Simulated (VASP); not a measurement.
Write the native input for VASP 6.6.1 that does the following.

```
Task                   : single point
Functional             : PBE
Potentials or basis    : VASP PAW PBE potentials, release 64 (Yb, Bi_d)
Cutoff                 : 520 eV
k mesh                 : 8 × 8 × 8
Occupations            : gaussian, width 0.05 eV
Spin                   : collinear spin, zero start
Starting moments       : [0.0, 0.0] μB
Hubbard terms          : Yb f U = 6.0 eV
Dipole correction      : no
Further INCAR settings : ALGO = Normal; EDIFF = 1e-07; NBANDS = 30
```

The structure of YbBi lies in POSCAR:

```
YbBi
1.0
    4.0075686333      0.0000000000      0.0000000000
   -2.0037843167      3.4706562438      0.0000000000
    0.0000000000      0.0000000000      4.6309462452
Yb Bi
1 1
Direct
    0.0000000000      0.0000000000      0.0000000000
    0.6666666667      0.3333333333      0.5000000000
```

One way to write it, as run:

INCAR

```
SYSTEM = YbBi
  ALGO = Normal
  EDIFF = 1E-7
  ENCUT = 520
  GGA = PE
  ISIF = 2
  ISMEAR = 0
  ISPIN = 2
  LASPH = .TRUE.
  LCHARG = .FALSE.
  LDAU = .TRUE.
  LDAUJ = 0 0
  LDAUL = 3 -1
  LDAUPRINT = 1
  LDAUTYPE = 2
  LDAUU = 6 0
  LMAXMIX = 6
  LORBIT = 11
  LREAL = .FALSE.
  LWAVE = .FALSE.
  MAGMOM = 0 0
  NBANDS = 30
  NELM = 150
  PREC = Accurate
  SIGMA = 0.05
```

KPOINTS

```
k-points
0
G
  8 8 8
  0 0 0
```

Potentials or basis: VASP PAW PBE potentials, release 64 (Yb, Bi_d).

Launch:

```sh
$ cat potpaw_PBE.64/Yb/POTCAR potpaw_PBE.64/Bi_d/POTCAR > POTCAR
$ mpirun -np 1 vasp_std > vasp.out
```

It gave:

* Pressure: 1.3 GPa
* Net moment: 0.00 μB per cell
* Valence electrons inside the program's atomic spheres: Yb 22.26; Bi 12.92

Caveat: no moment was typed at the start, so none could form.

Wall time 6.5 min on 1 thread of Intel(R) Xeon(R) Platinum 8375C CPU @ 2.90GHz (Ice Lake), with other jobs on the host, peak memory 0.33 GiB.
